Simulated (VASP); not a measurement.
# K2BaF4 (I4/mmm) in VASP: single point with r2SCAN

Aim: the single point of K2BaF4 with r2SCAN.

Everything below comes from runs of VASP 6.6.1. Logs are shortened: lines on timing, memory, paths and dates and some standing lists are left out, and cuts for length are marked.

## (1) The cell of the first run

It takes space group I4/mmm (No. 139, tetragonal). Conventional cell: a = 4.271 Å, b = 4.271 Å, c = 13.941 Å, α = 90.00°, β = 90.00°, γ = 90.00°. Ba (site symmetry 4/mmm) has 6 F at 2.11 to 2.14 Å within 2.8 Å. F (site symmetry 4mm) has 1 Ba at 2.11 Å and 5 K at 2.80 to 3.02 Å and 4 F at 3.00 Å within 3.1 Å. F (site symmetry mmm) has 2 Ba at 2.14 Å within 2.8 Å. K (site symmetry 4mm) has 9 F at 2.80 to 3.02 Å and 4 Ba at 3.66 Å within 3.7 Å.

## (2) Single point, r2SCAN

The input, POSCAR:

```
K2BaF4
1.0
    0.0000000000      4.2709050000      0.0000000000
    4.2709050000      0.0000000000      0.0000000000
    2.1354520000      2.1354520000     -6.9703380000
Ba F K
1 4 2
Direct
    0.0000000000      0.0000000000      0.0000000000
    0.1510000000      0.1510000000      0.6980000000
    0.8490000000      0.8490000000      0.3020000000
    0.0000000000      0.5000000000      0.0000000000
    0.5000000000      0.0000000000      0.0000000000
    0.3520000000      0.3520000000      0.2960000000
    0.6480000000      0.6480000000      0.7040000000
```

The input, INCAR.step1:

```
SYSTEM = K2BaF4
PREC     = Accurate       ! precision mode
ENCUT    = 520            ! plane-wave cutoff, eV
ISMEAR   = -1             ! smearing method
SIGMA    = 0.1            ! smearing width, eV
LREAL    = .False.        ! projectors in reciprocal space
LASPH    = .True.         ! aspherical terms in the spheres
NELM     = 60             ! most SCF steps
NBANDS   = 37             ! bands
GGA      = PE             ! functional
ALGO     = Normal         ! electronic algorithm
EDIFF    = 1E-4           ! SCF threshold, eV
LWAVE    = .True.         ! write WAVECAR
LCHARG   = .False.        ! write CHGCAR
```

The input, INCAR.step2:

```
SYSTEM = K2BaF4
PREC     = Accurate       ! precision mode
ENCUT    = 520            ! plane-wave cutoff, eV
EDIFF    = 1E-6           ! SCF threshold, eV
ISMEAR   = -1             ! smearing method
SIGMA    = 0.1            ! smearing width, eV
LREAL    = .False.        ! projectors in reciprocal space
LASPH    = .True.         ! aspherical terms in the spheres
NELM     = 60             ! most SCF steps
ALGO     = Normal         ! electronic algorithm
ISIF     = 2              ! what is computed and relaxed
LWAVE    = .False.        ! write WAVECAR
LCHARG   = .False.        ! write CHGCAR
METAGGA  = R2SCAN         ! meta-GGA
LMIXTAU  = .True.       
NBANDS   = 37             ! bands
ISTART   = 1
```

The input, KPOINTS:

```
regular mesh
0
Gamma
  6 6 6
  0 0 0
```

Potentials or basis: VASP PAW PBE potentials, release 64 (Ba_sv, F, K_sv).

The run is started by

```bash
$ cat potpaw_PBE.64/Ba_sv/POTCAR potpaw_PBE.64/F/POTCAR potpaw_PBE.64/K_sv/POTCAR > POTCAR
$ cp INCAR.step1 INCAR
$ mpirun -np 1 vasp_std > vasp.out
$ cp INCAR.step2 INCAR
$ mpirun -np 1 vasp_std > vasp.out
```

OUTCAR:

```text
SYSTEM = K2BaF4
   PREC = Accurate
   ENCUT = 520
   EDIFF = 1E-6
   ISMEAR = -1
   LREAL = .False.
   LASPH = .True.
   NELM = 60
   ISIF = 2
   METAGGA = R2SCAN
   ISTART = 1

 ion  position               nearest neighbor table
   1  0.000  0.000  0.000-   2 2.11   3 2.11   4 2.14   5 2.14   4 2.14   5 2.14   6 3.66   7 3.66
                             7 3.66   6 3.66   7 3.66   6 3.66   7 3.66   6 3.66
   2  0.151  0.151  0.698-   1 2.11   6 2.80
   3  0.849  0.849  0.302-   1 2.11   7 2.80
   4  0.000  0.500  0.000-   1 2.14   1 2.14
   5  0.500  0.000  0.000-   1 2.14   1 2.14
   6  0.352  0.352  0.296-   2 2.80   1 3.66   1 3.66   1 3.66   1 3.66
   7  0.648  0.648  0.704-   3 2.80   1 3.66   1 3.66   1 3.66   1 3.66

  LATTYP: Found a body centered tetragonal cell.
 ALAT       =     4.2709050000
 C/A-ratio  =     3.2641035097

  Lattice vectors:

 A1 = (  -2.1354520000,   2.1354530000,   6.9703380000)
 A2 = (   2.1354530000,  -2.1354520000,   6.9703380000)
 A3 = (   2.1354520000,   2.1354520000,  -6.9703380000)

Analysis of symmetry for initial positions (statically):
=====================================================================
 Subroutine PRICEL returns:
 Original cell was already a primitive cell.

 Routine SETGRP: Setting up the symmetry group for a
 body centered tetragonal supercell.

 Subroutine GETGRP returns: Found 16 space group operations
 (whereof 16 operations were pure point group operations)
 out of a pool of 16 trial point group operations.

The static configuration has the point symmetry D_4h.

Analysis of symmetry for dynamics (positions and initial velocities):
=====================================================================
 Subroutine PRICEL returns:
 Original cell was already a primitive cell.

 Routine SETGRP: Setting up the symmetry group for a
 body centered tetragonal supercell.

 Subroutine GETGRP returns: Found 16 space group operations
 (whereof 16 operations were pure point group operations)
 out of a pool of 16 trial point group operations.

The dynamic configuration has the point symmetry D_4h.

 Subroutine INISYM returns: Found 16 space group operations
 (whereof 16 operations are pure point group operations),
 and found     1 'primitive' translations

----------------------------------------------------------------------------------------

[... 103 lines left out ...]
   LREAL  =      F    real-space projection
   EDIFFG = 0.1E-04   stopping-criterion for IOM
   NSW    =      0    number of steps for IOM
   IBRION =     -1    ionic relax: 0-MD 1-quasi-New 2-CG
   NFREE  =      0    steps in history (QN), initial steepest desc. (CG)
   ISIF   =      2    stress and relaxation
   ISYM   =      2    0-nonsym 1-usesym 2-fastsym
   POTIM  = 0.5000    time-step for ionic-motion
   TEBEG  =    0.0;   TEEND  =   0.0 temperature during run
   PSTRESS=    0.0 pullay stress
   NELECT =      56.0000    total number of electrons
   NUPDOWN=      -1.0000    fix difference up-down
   EMIN   =  10.00;   EMAX   =-10.00  energy-range for DOS
   EFERMI =   0.00;   METHOD = LEGACY
   ISMEAR =    -1;   SIGMA  =   0.10  broadening in eV -4-tet -1-fermi 0-gaus
   EFERMI_NEDOS =   21; number of points for ismear=-14 and -15
   IALGO  =     38    algorithm
   IMIX   =      4    mixing-type and parameters
     AMIX     =   0.40;   BMIX     =  1.00
     AMIX_MAG =   1.60;   BMIX_MAG =  1.00
  volume/ion in A,a.u.               =      18.16       122.57
  Fermi-wavevector in a.u.,A,eV,Ry     =   1.245584  2.353812 21.109154  1.551479
  Thomas-Fermi vector in A             =   2.379800
   LORBIT       =      0    0 simple, 1 ext, 2 COOP (PROOUT), +10 PAW based schemes
   METAGGA = R2SCAN    functional components
   LHFCALC =     F    Hartree Fock is set to
   AEXX    =    0.0000 exact exchange contribution
   IVDW    =     0    specifies the selected vdW correction
   LEPSILON=     F    determine dielectric tensor
   LRPA    =     F    only Hartree local field effects (RPA)
 non-spin polarized calculation
  energy-cutoff  :      520.00
  volume of cell :      127.14
 maximum number of plane-waves:      3446
   NGX = 15   NGY = 15   NGZ = 29

 number of electron      56.0000012 magnetization

 Free energy of the ion-electron system (eV)
  ---------------------------------------------------
  ext. energy  EPLUGINS =         0.00000000
  ---------------------------------------------------
  free energy    TOTEN  =       -66.98869488 eV

  energy without entropy =      -66.98869463  energy(sigma->0) =      -66.98869475

 E-fermi :   2.5443     XC(G=0):  -9.1738

 val. band max:        1.0323657324   @ k =   0.0000   0.0000   0.0000
 cond. band min:       3.7560440490   @ k =   0.0000   0.0000   0.0000
 fundamental gap:      2.7236783166
 Fermi energy:         2.5443478508

 k-point     1 :       0.0000    0.0000    0.0000
  band No.  band energies     occupation
      1     -30.6387      2.00000
      2     -30.6147      2.00000
      3     -26.0746      2.00000
      4     -23.5915      2.00000
      5     -23.3148      2.00000
      6     -23.1995      2.00000
[... 949 lines left out ...]
     36       8.7238      0.00000
     37       9.1777      0.00000

 [... further k-points ...]

------------------------ aborting loop because EDIFF is reached ----------------------------------------

  FORCE on cell =-STRESS in cart. coord.  units (eV):
  Direction    XX          YY          ZZ          XY          YZ          ZX
  --------------------------------------------------------------------------------------
  -------------------------------------------------------------------------------------
  Total       28.0761760     28.0761760     29.8251508      0.0000000      0.0000021      0.0000021
  in kB      353.7975966    353.7975966    375.8370319      0.0000000      0.0000270      0.0000270
  external PRESSURE =     361.1440750 kB  Pullay stress =       0.0000000 kB

 VOLUME and BASIS-vectors are now :
 -----------------------------------------------------------------------------
  energy-cutoff  :      520.00
  volume of cell :      127.14
      direct lattice vectors                 reciprocal lattice vectors
     0.000000000  4.270905000  0.000000000     0.000000000  0.234142412  0.071732516
     4.270905000  0.000000000  0.000000000     0.234142412  0.000000000  0.071732516
     2.135452000  2.135452000 -6.970338000     0.000000000  0.000000000 -0.143465066

 POSITION                                       TOTAL-FORCE (eV/Angst)
 -----------------------------------------------------------------------------------
      0.00000      0.00000      0.00000         0.000000      0.000000      0.000000
      2.13545      2.13545     -4.86530         0.000001      0.000001      7.845891
      4.27090      4.27090     -2.10504        -0.000001     -0.000001     -7.845891
      2.13545      0.00000      0.00000         0.000000      0.000000      0.000000
      0.00000      2.13545      0.00000         0.000000      0.000000      0.000000
      2.13545      2.13545     -2.06322         0.000000      0.000000      0.006688
      4.27090      4.27090     -4.90712        -0.000000     -0.000000     -0.006688
 -----------------------------------------------------------------------------------
    total drift:                               -0.000000      0.000000      0.000000

  FREE ENERGIE OF THE ION-ELECTRON SYSTEM (eV)
  ---------------------------------------------------
  free  energy   TOTEN  =       -66.9886948780 eV

  energy  without entropy=      -66.9886946251  energy(sigma->0) =      -66.98869475
```

OUTCAR.step1:

```text
SYSTEM = K2BaF4
   PREC = Accurate
   ENCUT = 520
   ISMEAR = -1
   LREAL = .False.
   LASPH = .True.
[... 1201 lines left out ...]
      0.00000      2.13545      0.00000         0.000000      0.000000      0.000000
      2.13545      2.13545     -2.06322        -0.000000     -0.000000     -0.083695
      4.27090      4.27090     -4.90712         0.000000      0.000000      0.083695
 -----------------------------------------------------------------------------------
    total drift:                               -0.000000      0.000000      0.000000

  FREE ENERGIE OF THE ION-ELECTRON SYSTEM (eV)
  ---------------------------------------------------
  free  energy   TOTEN  =       -25.8481244576 eV

  energy  without entropy=      -25.8481215251  energy(sigma->0) =      -25.84812299
```

It took 17 min on 1 thread of AMD EPYC, shared host; peak memory 0.29 GiB.

What came out:

```
Free energy            : -66.9887 eV
Pressure               : 36.1 GPa
Largest force          : 7.846 eV/Å
Band gap on the k mesh : 2.72 eV
```

Forces in eV/Å, atoms in the order of the input:
```
Ba   0.000  0.000  0.000
F    0.000  0.000  7.846
F    0.000  0.000 -7.846
F    0.000  0.000  0.000
F    0.000  0.000  0.000
K    0.000  0.000  0.007
K    0.000  0.000 -0.007
```

Caveat: the cell stands under pressure; the PAW data sets were made with another functional, which shifts forces and pressure a little; spin-orbit coupling is left out, which moves the levels of the heavy elements. A k mesh can miss the band edges.
